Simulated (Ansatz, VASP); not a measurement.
One calculation of Re, two programs

```
CELL_PARAMETERS angstrom
2.81508 0.00000 0.00000
-1.40754 2.43793 0.00000
0.00000 0.00000 4.52589
ATOMIC_POSITIONS crystal
Re 0.33333 0.66667 0.25000
Re 0.66667 0.33333 0.75000
```

Alike in both runs: functional BLYP; k mesh 13 × 13 × 7; occupations fermi-dirac, width 0.1 eV; no spin polarisation.

Ansatz relaxed the structure, and its values are those at the end. VASP's run is a single point on that final structure, the one shown.

|  | VASP | Ansatz |
| --- | --- | --- |
| version | VASP 6.6.1 | Ansatz 0.2.0 |
| potentials or method | VASP PAW PBE potentials, release 64 (Re_sv_GW), cutoff 560 eV | plane waves (420 eV) with PAW, scalar-relativistic |
| valence electrons in the cell | 30 | 30 |

Ansatz gave:

- pressure (GPa): 0.0

Estimate VASP's values.

pressure (GPa): 0.1.

VASP's potentials were made for PBE, not for BLYP.

Neither program's run includes spin-orbit coupling.
